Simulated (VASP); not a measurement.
# NaBe4 (Pm-3m) in VASP: notebook, part 2 of 2

VASP 6.6.1.

**3. Single point, PBE**

This run uses another cell than the first one: it holds 10 atoms, not 5.

INCAR

```
SYSTEM = NaBe4
  PREC = Accurate
  ENCUT = 520
  EDIFF = 1E-6
  ISMEAR = 0
  SIGMA = 0.2
  LREAL = .False.
  LASPH = .True.
  NELM = 80
  ALGO = Normal
  ISIF = 2
  LWAVE = .False.
  LCHARG = .True.
  GGA = PE
  LELF = .True.
  LVHAR = .True.
  NBANDS = 26
```

KPOINTS

```
regular mesh
0
Gamma
  6 6 4
  0 0 0
```

POSCAR

```
NaBe4
1.0
    0.0000000000      3.9784948307      0.0000000000
    0.0000000000      0.0000000000      3.9784948307
    7.9569896614      0.0000000000      0.0000000000
Na Be
2 8
Direct
    0.5000000000      0.5000000000      0.2500000000
    0.5000000000      0.5000000000      0.7500000000
    1.0000000000      0.0000000000      0.2500000000
    1.0000000000      0.0000000000      0.7500000000
    0.5000000000      0.0000000000      0.0000000000
    0.5000000000      0.0000000000      0.5000000000
    1.0000000000      0.5000000000      0.0000000000
    1.0000000000      0.5000000000      0.5000000000
    1.0000000000      1.0000000000      0.0000000000
    1.0000000000      0.0000000000      0.5000000000
```

Potentials or basis: VASP PAW PBE potentials, release 64 (Na_pv, Be).

Launch:

```sh
> cat potpaw_PBE.64/Na_pv/POTCAR potpaw_PBE.64/Be/POTCAR > POTCAR
> mpirun -np 1 vasp_std > vasp.out
```

OUTCAR:

```text
SYSTEM = NaBe4
   PREC = Accurate
   ENCUT = 520
   EDIFF = 1E-6
   ISMEAR = 0
   LREAL = .False.
   LASPH = .True.
   NELM = 80
   ISIF = 2
   GGA = PE

 ion  position               nearest neighbor table
   1  0.500  0.500  0.250-
   2  0.500  0.500  0.750-
   3  0.000  0.000  0.250-   9 1.99  10 1.99
   4  0.000  0.000  0.750-   9 1.99  10 1.99
   5  0.500  0.000  0.000-   9 1.99   9 1.99
   6  0.500  0.000  0.500-  10 1.99  10 1.99
   7  0.000  0.500  0.000-   9 1.99   9 1.99
   8  0.000  0.500  0.500-  10 1.99  10 1.99
   9  0.000  0.000  0.000-   3 1.99   4 1.99   5 1.99   7 1.99   7 1.99   5 1.99
  10  0.000  0.000  0.500-   3 1.99   4 1.99   6 1.99   8 1.99   8 1.99   6 1.99

  LATTYP: Found a simple tetragonal cell.
 ALAT       =     3.9784948307
 C/A-ratio  =     2.0000000000

  Lattice vectors:

 A1 = (   0.0000000000,   3.9784948307,   0.0000000000)
 A2 = (   0.0000000000,   0.0000000000,   3.9784948307)
 A3 = (   7.9569896614,   0.0000000000,   0.0000000000)

Analysis of symmetry for initial positions (statically):
=====================================================================
 Subroutine PRICEL returns following result:

  LATTYP: Found a simple cubic cell.
 ALAT       =     3.9784948307

  Lattice vectors:

 A1 = (   0.0000000000,   3.9784948307,   0.0000000000)
 A2 = (   0.0000000000,   0.0000000000,   3.9784948307)
 A3 = (   3.9784948307,   0.0000000000,   0.0000000000)

   2 primitive cells build up your supercell.

 Routine SETGRP: Setting up the symmetry group for a
 simple tetragonal supercell.

 Subroutine GETGRP returns: Found 16 space group operations
 (whereof 16 operations were pure point group operations)
 out of a pool of 16 trial point group operations.

The static configuration has the point symmetry D_4h.

Analysis of symmetry for dynamics (positions and initial velocities):
=====================================================================
 Subroutine PRICEL returns following result:

  LATTYP: Found a simple cubic cell.
 ALAT       =     3.9784948307

  Lattice vectors:

 A1 = (   0.0000000000,   3.9784948307,   0.0000000000)
 A2 = (   0.0000000000,   0.0000000000,   3.9784948307)
 A3 = (   3.9784948307,   0.0000000000,   0.0000000000)

   2 primitive cells build up your supercell.

 Routine SETGRP: Setting up the symmetry group for a
 simple tetragonal supercell.

 Subroutine GETGRP returns: Found 16 space group operations
 (whereof 16 operations were pure point group operations)
 out of a pool of 16 trial point group operations.

The dynamic configuration has the point symmetry D_4h.

 Subroutine INISYM returns: Found 16 space group operations
 (whereof 16 operations are pure point group operations),
 and found     2 'primitive' translations

----------------------------------------------------------------------------------------

[... 53 lines left out ...]
 Following reciprocal coordinates:
            Coordinates               Weight
  0.000000  0.000000  0.000000      1.000000
  0.166667  0.000000  0.000000      4.000000
  0.333333  0.000000  0.000000      4.000000
  0.500000  0.000000  0.000000      2.000000
  0.166667  0.166667  0.000000      4.000000
  0.333333  0.166667  0.000000      8.000000
[... 16 lines left out ...]
  0.333333  0.000000  0.500000      4.000000
  0.500000  0.000000  0.500000      2.000000
 [... further k-points ...]
   k-points           NKPTS =     30   k-points in BZ     NKDIM =     30   number of bands    NBANDS=     26
   number of dos      NEDOS =    301   number of ions     NIONS =     10
   total plane-waves  NPLWV =  54000
   dimension x,y,z NGX =    30 NGY =   30 NGZ =   60
   dimension x,y,z NGXF=    60 NGYF=   60 NGZF=  120
   ions per type =               2   8
   NGX,Y,Z   is equivalent  to a cutoff of  12.54, 12.54, 12.54 a.u.
   NGXF,Y,Z  is equivalent  to a cutoff of  25.07, 25.07, 25.07 a.u.
 SYSTEM =  NaBe4
   PREC   = accura    normal or accurate (medium, high low for compatibility)
   ISTART =      0    job   : 0-new  1-cont  2-samecut
   ICHARG =      2    charge: 1-file 2-atom 10-const
   ISPIN  =      1    spin polarized calculation?
   LNONCOLLINEAR =      F non collinear calculations
   LSORBIT =      F    spin-orbit coupling
   LASPH  =      T    aspherical Exc in radial PAW
   ENCUT  =  520.0 eV  38.22 Ry    6.18 a.u.   7.40  7.40 14.79*2*pi/ulx,y,z
   NELM   =     80;   NELMIN=  2; NELMDL= -5     # of ELM steps
   EDIFF  = 0.1E-05   stopping-criterion for ELM
   LREAL  =      F    real-space projection
   EDIFFG = 0.1E-04   stopping-criterion for IOM
   NSW    =      0    number of steps for IOM
   IBRION =     -1    ionic relax: 0-MD 1-quasi-New 2-CG
   NFREE  =      0    steps in history (QN), initial steepest desc. (CG)
   ISIF   =      2    stress and relaxation
   ISYM   =      2    0-nonsym 1-usesym 2-fastsym
   POTIM  = 0.5000    time-step for ionic-motion
   TEBEG  =    0.0;   TEEND  =   0.0 temperature during run
   PSTRESS=    0.0 pullay stress
   NELECT =      30.0000    total number of electrons
   NUPDOWN=      -1.0000    fix difference up-down
   EMIN   =  10.00;   EMAX   =-10.00  energy-range for DOS
   EFERMI =   0.00;   METHOD = LEGACY
   ISMEAR =     0;   SIGMA  =   0.20  broadening in eV -4-tet -1-fermi 0-gaus
   EFERMI_NEDOS =   21; number of points for ismear=-14 and -15
   IALGO  =     38    algorithm
   IMIX   =      4    mixing-type and parameters
     AMIX     =   0.40;   BMIX     =  1.00
     AMIX_MAG =   1.60;   BMIX_MAG =  1.00
  volume/ion in A,a.u.               =      12.59        84.99
  Fermi-wavevector in a.u.,A,eV,Ry     =   1.014814  1.917720 14.011925  1.029847
  Thomas-Fermi vector in A             =   2.148064
   LORBIT       =      0    0 simple, 1 ext, 2 COOP (PROOUT), +10 PAW based schemes
   GGA     = PE    functional components
   LHFCALC =     F    Hartree Fock is set to
   AEXX    =    0.0000 exact exchange contribution
   IVDW    =     0    specifies the selected vdW correction
   LEPSILON=     F    determine dielectric tensor
   LRPA    =     F    only Hartree local field effects (RPA)
 non-spin polarized calculation
 Gauss-broadening in eV      SIGMA  =   0.20
  energy-cutoff  :      520.00
  volume of cell :      125.95
 maximum number of plane-waves:      3429
 NGX is ok and might be reduce to    30

 number of electron      29.9999983 magnetization

 Free energy of the ion-electron system (eV)
  ---------------------------------------------------
  ext. energy  EPLUGINS =         0.00000000
  ---------------------------------------------------
  free energy    TOTEN  =       -27.01522596 eV

  energy without entropy =      -26.97622661  energy(sigma->0) =      -26.99572629

 E-fermi :   3.1200     XC(G=0):  -9.1761

 val. band max:        3.0613585147   @ k =   0.3333   0.3333   0.2500
 cond. band min:       3.1312583231   @ k =   0.5000   0.5000   0.0000
 fundamental gap:      0.0698998084
 Fermi energy:         3.1199545074

 k-point     1 :       0.0000    0.0000    0.0000
  band No.  band energies     occupation
      1     -20.3728      2.00000
      2     -20.3580      2.00000
      3     -20.3576      2.00000
      4     -20.3576      2.00000
      5     -20.3559      2.00000
      6     -20.3559      2.00000
[... 685 lines left out ...]
     25       8.4973      0.00000
     26       8.4973      0.00000

 [... further k-points ...]

------------------------ aborting loop because EDIFF is reached ----------------------------------------

  FORCE on cell =-STRESS in cart. coord.  units (eV):
  Direction    XX          YY          ZZ          XY          YZ          ZX
  --------------------------------------------------------------------------------------
  -------------------------------------------------------------------------------------
  Total        0.1160526      0.0783489      0.0783489     -0.0000000      0.0000000      0.0000000
  in kB        1.4763146      0.9966830      0.9966830     -0.0000000      0.0000000      0.0000000
  external PRESSURE =       1.1565602 kB  Pullay stress =       0.0000000 kB

 VOLUME and BASIS-vectors are now :
 -----------------------------------------------------------------------------
  energy-cutoff  :      520.00
  volume of cell :      125.95
      direct lattice vectors                 reciprocal lattice vectors
     0.000000000  3.978494831  0.000000000     0.000000000  0.251351338  0.000000000
     0.000000000  0.000000000  3.978494831     0.000000000  0.000000000  0.251351338
     7.956989661  0.000000000  0.000000000     0.125675669  0.000000000  0.000000000

 POSITION                                       TOTAL-FORCE (eV/Angst)
 -----------------------------------------------------------------------------------
      1.98925      1.98925      1.98925        -0.000000      0.000000     -0.000000
      5.96774      1.98925      1.98925         0.000000      0.000000     -0.000000
      1.98925      0.00000      0.00000        -0.000000     -0.000000      0.000000
      5.96774      0.00000      0.00000        -0.000000     -0.000000      0.000000
      0.00000      1.98925      0.00000        -0.000000     -0.000000      0.000000
      3.97849      1.98925      0.00000        -0.000000     -0.000000      0.000000
      0.00000      0.00000      1.98925        -0.000000     -0.000000      0.000000
      3.97849      0.00000      1.98925        -0.000000     -0.000000      0.000000
      0.00000      0.00000      0.00000        -0.000000     -0.000000      0.000000
      3.97849      0.00000      0.00000        -0.000000     -0.000000      0.000000
 -----------------------------------------------------------------------------------
    total drift:                                0.000000      0.000000      0.000000

  FREE ENERGIE OF THE ION-ELECTRON SYSTEM (eV)
  ---------------------------------------------------
  free  energy   TOTEN  =       -27.0152259637 eV

  energy  without entropy=      -26.9762266070  energy(sigma->0) =      -26.99572629
```

Wall time 1.9 min (1 thread of Intel Xeon Platinum 8259CL at 2.50GHz (Skylake/Cascade Lake), shared host); peak memory 0.25 GiB.

What came out:

```
Free energy            : -27.0152 eV
Pressure               : 0.1 GPa
Band gap on the k mesh : zero (band 15 reaches 5.34 eV, above the bottom of band 16 at 1.90 eV)
```

**4. Relaxation of cell and atoms, PBE**

This run uses another cell than the first one, of 12.54 Å³/atom, 0.995 times its volume.

INCAR

```
PREC = Accurate
ENCUT = 600
EDIFF = 1E-6
ISMEAR = 0
SIGMA = 0.1
LREAL = False
LASPH = True
NELM = 60
ALGO = Fast
ISIF = 3
LWAVE = False
LCHARG = False
GGA = PE
IBRION = 2
NSW = 100
EDIFFG = -0.01
```

KPOINTS

```
regular mesh
0
Gamma
  10 10 10
```

POSCAR

```
NaBe4
1.0
    3.9722490693      0.0000000000      0.0000000000
    0.0000000000      3.9722490693      0.0000000000
    0.0000000000      0.0000000000      3.9722490693
Na Be
1 4
Direct
    0.5000000000      0.5000000000      0.5000000000
    0.5000000000      0.0000000000      0.0000000000
    0.0000000000      0.5000000000      0.0000000000
    0.0000000000      0.0000000000      0.5000000000
    0.0000000000      0.0000000000      0.0000000000
```

Launch:

```sh
> cat potpaw_PBE.64/Na_pv/POTCAR potpaw_PBE.64/Be/POTCAR > POTCAR
> mpirun -np 1 vasp_std > vasp.out
```

Run time: 59 s. Hardware: 1 thread of Intel Xeon Platinum 8259CL at 2.50GHz (Skylake/Cascade Lake), shared host; peak memory 0.2 GiB.

It converged, with:

| Quantity | Value |
| --- | --- |
| Free energy | -13.5110 eV |
| Relaxed volume | 12.58 Å³/atom |
| Relaxed cell | a = 3.977 Å, b = 3.977 Å, c = 3.977 Å, α = 90.00°, β = 90.00°, γ = 90.00° |
| Space group after relaxing (to 0.05 Å) | Pm-3m (No. 221) |
| Energy gained by relaxing | 0.1 meV/atom |
| Ionic steps | 2 |
| Pressure after relaxing | 0.1 GPa |

Step by step:
```
step  energy change (eV)  largest force (eV/Å)  pressure (GPa)  volume (Å³)
   1              0.0000                0.0000            0.34        62.68
   2             -0.0004                0.0000            0.10        62.92
```

Final structure:
```xyz
5
Lattice="3.9773 0.0000 0.0000 0.0000 3.9773 0.0000 0.0000 0.0000 3.9773" Properties=species:S:1:pos:R:3 pbc="T T T"
Na    1.9887    1.9887    1.9887
Be    1.9887    0.0000    0.0000
Be    0.0000    1.9887    0.0000
Be    0.0000    0.0000    1.9887
Be    0.0000    0.0000    0.0000
```

Levels at points of the mesh, in eV from the Fermi level:
```tsv
k point	band 4	band 5	band 6	band 7	band 8	band 9	band 10	band 11
(0.00, 0.00, 0.00)	-7.84	-1.97	-1.97	-1.97	1.74	1.74	3.83	6.10
(0.50, 0.00, 0.00)	-6.43	-5.35	-1.13	-1.13	2.74	2.74	2.83	3.31
(0.50, 0.50, 0.00)	-5.32	-3.95	-3.95	-2.15	-0.11	3.18	3.18	4.41
(0.50, 0.50, 0.50)	-4.43	-2.49	-2.49	-2.49	-1.33	-1.33	-1.33	4.16
```

**5. Overview**

| task | cell | k mesh | cutoff (eV) | smearing | gap on the mesh (eV) | pressure (GPa) |
| --- | --- | --- | --- | --- | --- | --- |
| single point | a = 3.978 Å, 5 atoms | 10 × 10 × 10 | 520 | gaussian 0.1 eV | none | 0.1 |
| single point | a = 3.978, b = 3.978, c = 7.957 Å, 10 atoms | 6 × 6 × 4 | 520 | gaussian 0.2 eV | none | 0.1 |
| relaxation of cell and atoms | relaxed from a = 3.972 Å, 5 atoms | 10 × 10 × 10 | 600 | gaussian 0.1 eV | none | 0.1 |

Alike in all rows: level PBE; potentials or basis VASP PAW PBE potentials, release 64 (Na_pv, Be); no spin polarisation.

Total energies depend on the potentials used, so only differences within one code and one set of settings carry meaning.
